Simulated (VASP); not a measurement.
# Cu (P6/mmm) in VASP: further runs

Runs on Cu. Level: PBEsol. Tasks: single point.

All numbers are computed with VASP 6.6.1; they aren't measurements. Logs are shortened: lines on timing, memory, paths and dates and some standing lists are left out, and cuts for length are marked.

**1. The cell of the first run**

It takes space group P6/mmm (No. 191, hexagonal). Conventional cell: a = 4.050 Å, b = 4.050 Å, c = 2.432 Å, α = 90.00°, β = 90.00°, γ = 120.00°. Cu (site symmetry 6/mmm) has 14 Cu at 2.43 to 2.64 Å within 3.2 Å. Within 3.1 Å of Cu (site symmetry -6m2) lie 11 Cu at 2.34 to 2.64 Å.

This isn't the form of Cu at room conditions, which is fcc.

**2. Single point, PBEsol**

The input, INCAR:

```
SYSTEM = Cu
  ALGO = Normal
  EDIFF = 1E-6
  ENCUT = 520
  GGA = PS
  ISIF = 2
  ISMEAR = -1
  LASPH = .TRUE.
  LCHARG = .FALSE.
  LREAL = .FALSE.
  LWAVE = .FALSE.
  NBANDS = 24
  NELM = 80
  PREC = Accurate
  SIGMA = 0.1
```

The input, KPOINTS:

```
k-points
0
G
  9 9 13
  0 0 0
```

The input, POSCAR:

```
Cu
1.0
    4.0496806958      0.0000000000      0.0000000000
   -2.0248403479      3.5071263597      0.0000000000
    0.0000000000      0.0000000000      2.4324094066
Cu
3
Direct
    0.0000000000      1.0000000000      0.0000000000
    0.3333333333      0.6666666667      0.5000000000
    0.6666666667      0.3333333333      0.5000000000
```

Potentials or basis: VASP PAW PBE potentials, release 64 (Cu).

On the command line:

```bash
> cat potpaw_PBE.64/Cu/POTCAR > POTCAR
> mpirun -np 1 vasp_std > vasp.out
```

OUTCAR:

```text
SYSTEM = Cu
   EDIFF = 1E-6
   ENCUT = 520
   GGA = PS
   ISIF = 2
   ISMEAR = -1
   LASPH = .TRUE.
   LREAL = .FALSE.
   NELM = 80
   PREC = Accurate

 ion  position               nearest neighbor table
   1  0.000  0.000  0.000-   2 2.64   3 2.64   2 2.64   3 2.64   2 2.64   2 2.64   3 2.64   3 2.64
                             3 2.64   3 2.64   2 2.64   2 2.64
   2  0.333  0.667  0.500-   3 2.34   3 2.34   3 2.34   1 2.64   1 2.64   1 2.64   1 2.64   1 2.64
                             1 2.64
   3  0.667  0.333  0.500-   2 2.34   2 2.34   2 2.34   1 2.64   1 2.64   1 2.64   1 2.64   1 2.64
                             1 2.64

  LATTYP: Found a hexagonal cell.
 ALAT       =     4.0496806958
 C/A-ratio  =     0.6006422702

  Lattice vectors:

 A1 = (   4.0496806958,   0.0000000000,   0.0000000000)
 A2 = (  -2.0248403479,   3.5071263597,   0.0000000000)
 A3 = (   0.0000000000,   0.0000000000,   2.4324094066)

Analysis of symmetry for initial positions (statically):
=====================================================================
 Subroutine PRICEL returns:
 Original cell was already a primitive cell.

 Routine SETGRP: Setting up the symmetry group for a
 hexagonal supercell.

 Subroutine GETGRP returns: Found 24 space group operations
 (whereof 24 operations were pure point group operations)
 out of a pool of 24 trial point group operations.

The static configuration has the point symmetry D_6h.

Analysis of symmetry for dynamics (positions and initial velocities):
=====================================================================
 Subroutine PRICEL returns:
 Original cell was already a primitive cell.

 Routine SETGRP: Setting up the symmetry group for a
 hexagonal supercell.

 Subroutine GETGRP returns: Found 24 space group operations
 (whereof 24 operations were pure point group operations)
 out of a pool of 24 trial point group operations.

The dynamic configuration has the point symmetry D_6h.

 Subroutine INISYM returns: Found 24 space group operations
 (whereof 24 operations are pure point group operations),
 and found     1 'primitive' translations

----------------------------------------------------------------------------------------

                                     Primitive cell

  volume of cell :      34.5469

  direct lattice vectors                    reciprocal lattice vectors
     4.049680696  0.000000000  0.000000000     0.246933049  0.142566862  0.000000000
    -2.024840348  3.507126360  0.000000000     0.000000000  0.285133724  0.000000000
     0.000000000  0.000000000  2.432409407     0.000000000  0.000000000  0.411115003

  length of vectors
     4.049680696  4.049680696  2.432409407     0.285133724  0.285133724  0.411115003

  position of ions in fractional coordinates (direct lattice)
     0.000000000  0.000000000  0.000000000
     0.333333333  0.666666667  0.500000000
     0.666666667  0.333333333  0.500000000

  ion indices of the primitive-cell ions
   primitive index   ion index
                 1           1
                 2           2
                 3           3

----------------------------------------------------------------------------------------

 KPOINTS: k-points

Automatic generation of k-mesh.
 Grid dimensions read from file:
 generate k-points for:    9    9   13

 Generating k-lattice:

  Cartesian coordinates                     Fractional coordinates (reciprocal lattice)
     0.027437005  0.015840762  0.000000000     0.111111111  0.000000000  0.000000000
     0.000000000  0.031681525  0.000000000     0.000000000  0.111111111  0.000000000
     0.000000000  0.000000000  0.031624231     0.000000000  0.000000000  0.076923077

  Length of vectors
     0.031681525  0.031681525  0.031624231

  Shift w.r.t. Gamma in fractional coordinates (k-lattice)
     0.000000000  0.000000000  0.000000000

 Subroutine IBZKPT returns following result:
 ===========================================

 Found     84 irreducible k-points:

 Following reciprocal coordinates:
            Coordinates               Weight
  0.000000  0.000000  0.000000      1.000000
  0.111111 -0.000000  0.000000      6.000000
  0.222222 -0.000000  0.000000      6.000000
  0.333333 -0.000000  0.000000      6.000000
  0.444444 -0.000000  0.000000      6.000000
  0.111111  0.111111  0.000000      6.000000
[... 16 lines left out ...]
  0.333333  0.222222  0.076923     24.000000
  0.333333  0.333333  0.076923      4.000000
 [... further k-points ...]
   k-points           NKPTS =     84   k-points in BZ     NKDIM =     84   number of bands    NBANDS=     24
   number of dos      NEDOS =    301   number of ions     NIONS =      3
   total plane-waves  NPLWV =  16200
   dimension x,y,z NGX =    30 NGY =   30 NGZ =   18
   dimension x,y,z NGXF=    60 NGYF=   60 NGZF=   36
   ions per type =               3
   NGX,Y,Z   is equivalent  to a cutoff of  12.32, 12.32, 12.30 a.u.
   NGXF,Y,Z  is equivalent  to a cutoff of  24.63, 24.63, 24.60 a.u.
 SYSTEM =  Cu
   PREC   = accura    normal or accurate (medium, high low for compatibility)
   ISTART =      0    job   : 0-new  1-cont  2-samecut
   ICHARG =      2    charge: 1-file 2-atom 10-const
   ISPIN  =      1    spin polarized calculation?
   LNONCOLLINEAR =      F non collinear calculations
   LSORBIT =      F    spin-orbit coupling
   LASPH  =      T    aspherical Exc in radial PAW
   ENCUT  =  520.0 eV  38.22 Ry    6.18 a.u.   7.53  7.53  4.52*2*pi/ulx,y,z
   NELM   =     80;   NELMIN=  2; NELMDL= -5     # of ELM steps
   EDIFF  = 0.1E-05   stopping-criterion for ELM
   LREAL  =      F    real-space projection
   EDIFFG = 0.1E-04   stopping-criterion for IOM
   NSW    =      0    number of steps for IOM
   IBRION =     -1    ionic relax: 0-MD 1-quasi-New 2-CG
   NFREE  =      0    steps in history (QN), initial steepest desc. (CG)
   ISIF   =      2    stress and relaxation
   ISYM   =      2    0-nonsym 1-usesym 2-fastsym
   POTIM  = 0.5000    time-step for ionic-motion
   TEBEG  =    0.0;   TEEND  =   0.0 temperature during run
   PSTRESS=    0.0 pullay stress
   NELECT =      33.0000    total number of electrons
   NUPDOWN=      -1.0000    fix difference up-down
   EMIN   =  10.00;   EMAX   =-10.00  energy-range for DOS
   EFERMI =   0.00;   METHOD = LEGACY
   ISMEAR =    -1;   SIGMA  =   0.10  broadening in eV -4-tet -1-fermi 0-gaus
   EFERMI_NEDOS =   21; number of points for ismear=-14 and -15
   IALGO  =     38    algorithm
   IMIX   =      4    mixing-type and parameters
     AMIX     =   0.40;   BMIX     =  1.00
     AMIX_MAG =   1.60;   BMIX_MAG =  1.00
  volume/ion in A,a.u.               =      11.52        77.71
  Fermi-wavevector in a.u.,A,eV,Ry     =   1.612290  3.046787 35.368064  2.599479
  Thomas-Fermi vector in A             =   2.707544
   LORBIT       =      0    0 simple, 1 ext, 2 COOP (PROOUT), +10 PAW based schemes
   GGA     = PS    functional components
   LHFCALC =     F    Hartree Fock is set to
   AEXX    =    0.0000 exact exchange contribution
   IVDW    =     0    specifies the selected vdW correction
   LEPSILON=     F    determine dielectric tensor
   LRPA    =     F    only Hartree local field effects (RPA)
 non-spin polarized calculation
  energy-cutoff  :      520.00
  volume of cell :       34.55
 maximum number of plane-waves:       942
 NGX is ok and might be reduce to    30
   NGX = 15   NGY = 15   NGZ =  9

 number of electron      33.0000051 magnetization

 Free energy of the ion-electron system (eV)
  ---------------------------------------------------
  ext. energy  EPLUGINS =         0.00000000
  ---------------------------------------------------
  free energy    TOTEN  =       -12.68738748 eV

  energy without entropy =      -12.65706991  energy(sigma->0) =      -12.67222869

 E-fermi :   7.7042     XC(G=0): -13.0491

 val. band max:        7.6742750564   @ k =   0.3333   0.1111   0.4615
 cond. band min:       7.7043785192   @ k =   0.2222   0.1111   0.0769
 fundamental gap:      0.0301034628
 Fermi energy:         7.7041694407

 k-point     1 :       0.0000    0.0000    0.0000
  band No.  band energies     occupation
      1      -1.8584      2.00000
      2       3.0118      2.00000
      3       3.9479      2.00000
      4       3.9479      2.00000
      5       4.0064      2.00000
      6       4.0064      2.00000
[... 16 lines left out ...]
     23      23.0176      0.00000
     24      28.6329      0.00000

 k-point     2 :       0.1111   -0.0000    0.0000
  band No.  band energies     occupation
      1      -1.6988      2.00000
      2       3.0133      2.00000
      3       3.6185      2.00000
      4       3.8126      2.00000
      5       3.8958      2.00000
      6       4.1804      2.00000
[... 16 lines left out ...]
     23      23.2431      0.00000
     24      28.6799      0.00000

 k-point     3 :       0.2222   -0.0000    0.0000
  band No.  band energies     occupation
      1      -1.2271      2.00000
      2       2.9155      2.00000
      3       3.2643      2.00000
      4       3.6461      2.00000
      5       3.7676      2.00000
      6       4.1795      2.00000
[... 16 lines left out ...]
     23      23.9032      0.00000
     24      28.3355      0.00000

 k-point     4 :       0.3333   -0.0000    0.0000
  band No.  band energies     occupation
      1      -0.4690      2.00000
      2       2.5474      2.00000
      3       2.7827      2.00000
      4       3.6062      2.00000
      5       3.8095      2.00000
      6       4.0798      2.00000
[... 16 lines left out ...]
     23      24.9568      0.00000
     24      25.5225      0.00000

 k-point     5 :       0.4444   -0.0000    0.0000
  band No.  band energies     occupation
      1       0.5192      2.00000
      2       1.6193      2.00000
      3       2.5463      2.00000
      4       3.7505      2.00000
      5       3.8814      2.00000
      6       3.9262      2.00000
[... 451 lines left out ...]
 k-point    22 :       0.2222    0.2222    0.0769
  band No.  band energies     occupation
      1       0.1022      2.00000
      2       2.4775      2.00000
      3       2.6736      2.00000
      4       3.6848      2.00000
      5       3.9906      2.00000
      6       4.2201      2.00000
[... 16 lines left out ...]
     23      22.7264      0.00000
     24      23.5404      0.00000

 k-point    23 :       0.3333    0.2222    0.0769
  band No.  band energies     occupation
      1       1.0044      2.00000
      2       1.9099      2.00000
      3       2.3754      2.00000
      4       3.8465      2.00000
      5       3.9570      2.00000
      6       4.1115      2.00000
[... 16 lines left out ...]
     23      24.7492      0.00000
     24      25.2580      0.00000

 k-point    24 :       0.3333    0.3333    0.0769
  band No.  band energies     occupation
      1       1.6697      2.00000
      2       1.8603      2.00000
      3       1.8603      2.00000
      4       3.9367      2.00000
      5       3.9367      2.00000
      6       4.1260      2.00000
[... 16 lines left out ...]
     23      25.7359      0.00000
     24      25.7359      0.00000

 [... further k-points ...]

------------------------ aborting loop because EDIFF is reached ----------------------------------------

  FORCE on cell =-STRESS in cart. coord.  units (eV):
  Direction    XX          YY          ZZ          XY          YZ          ZX
  --------------------------------------------------------------------------------------
  -------------------------------------------------------------------------------------
  Total        0.2074324      0.2074324      0.1771627      0.0000000     -0.0000000     -0.0000000
  in kB        9.6200702      9.6200702      8.2162548      0.0000000     -0.0000000     -0.0000000
  external PRESSURE =       9.1521317 kB  Pullay stress =       0.0000000 kB

 VOLUME and BASIS-vectors are now :
 -----------------------------------------------------------------------------
  energy-cutoff  :      520.00
  volume of cell :       34.55
      direct lattice vectors                 reciprocal lattice vectors
     4.049680696  0.000000000  0.000000000     0.246933049  0.142566862  0.000000000
    -2.024840348  3.507126360  0.000000000     0.000000000  0.285133724  0.000000000
     0.000000000  0.000000000  2.432409407     0.000000000  0.000000000  0.411115003

 POSITION                                       TOTAL-FORCE (eV/Angst)
 -----------------------------------------------------------------------------------
      0.00000      0.00000      0.00000         0.000000      0.000000      0.000000
     -0.00000      2.33808      1.21620         0.000000     -0.000000      0.000000
      2.02484      1.16904      1.21620        -0.000000      0.000000      0.000000
 -----------------------------------------------------------------------------------
    total drift:                               -0.000000      0.000000      0.000000

  FREE ENERGIE OF THE ION-ELECTRON SYSTEM (eV)
  ---------------------------------------------------
  free  energy   TOTEN  =       -12.6873874806 eV

  energy  without entropy=      -12.6570699070  energy(sigma->0) =      -12.67222869
```

It took 50 s on 1 thread of Intel Xeon Platinum 8259CL at 2.50GHz (Skylake/Cascade Lake), shared host; peak memory 0.17 GiB.

Results:

- Free energy: -12.6874 eV
- Pressure: 0.9 GPa
- Band gap on the k mesh: zero (an odd number of electrons rules out a gap without spin polarisation)

Levels at points of the mesh, in eV from the Fermi level:
| k point | band 14 | band 15 | band 16 | band 17 | band 18 | band 19 |
| --- | --- | --- | --- | --- | --- | --- |
| (0.00, 0.00, 0.00) | -2.39 | -1.56 | -1.56 | 4.63 | 4.63 | 4.65 |

Caveat: the PAW data sets were made with another functional, which shifts forces and pressure a little.

**3. Single point, PBEsol (10.13 Å³/atom)**

This run uses another cell than the first one, of 10.13 Å³/atom.

The input, INCAR:

```
ALGO = Normal ; EDIFF = 1E-7
ENCUT = 520 ; GGA = PS
ISIF = 2 ; ISMEAR = -1
LASPH = T ; LCHARG = F
LREAL = F ; LWAVE = F
NBANDS = 24 ; NELM = 100
PREC = Accurate ; SIGMA = 0.1
```

The input, KPOINTS:

```
k-points
0
Gamma
  10 10 14
```

The input, POSCAR:

```
Cu
1.0
    3.8807441001      0.0000000000      0.0000000000
   -1.9403720500      3.3608229763      0.0000000000
    0.0000000000      0.0000000000      2.3309389463
Cu
3
Direct
    0.0000000000      1.0000000000      0.0000000000
    0.3333333333      0.6666666667      0.5000000000
    0.6666666667      0.3333333333      0.5000000000
```

Potentials or basis: VASP PAW PBE potentials, release 64 (Cu).

On the command line:

```bash
> cat potpaw_PBE.64/Cu/POTCAR > POTCAR
> mpirun -np 1 vasp_std > vasp.out
```

Run time: 72 s. Hardware: 1 thread of Intel Xeon Platinum 8259CL at 2.50GHz (Skylake/Cascade Lake), shared host; peak memory 0.19 GiB.

The run converged. Its results:

| Property | Result |
| --- | --- |
| Free energy | -12.3401 eV |
| Pressure | 29.0 GPa |
| Band gap on the k mesh | zero (an odd number of electrons rules out a gap without spin polarisation) |

Stress tensor (GPa, compression positive):
```
29.38  0.00  0.00
 0.00 29.38  0.00
 0.00  0.00 28.36
```

Levels at points of the mesh, in eV from the Fermi level:
```
           k point  band 12  band 13  band 14  band 15  band 16  band 17  band 18  band 19  band 20  band 21
(0.00, 0.00, 0.00)    -2.77    -2.72    -2.72    -1.71    -1.71     4.99     4.99     5.00     5.00     7.32
(0.50, 0.00, 0.00)    -2.20    -2.00    -1.98    -1.97    -1.84    -1.67    -1.17     5.07    14.91    14.93
(0.00, 0.00, 0.50)    -2.10    -1.89    -1.89    -1.34    -0.28     0.52     9.00     9.45     9.45    10.68
(0.50, 0.00, 0.50)    -2.19    -2.04    -1.74    -1.52     0.57     0.66     3.98     4.50     7.54     8.63
```

Caveat: the cell stands under pressure; the PAW data sets were made with another functional, which shifts forces and pressure a little.

The gap in the log of VASP goes by the Fermi energy; the results here count the filled bands.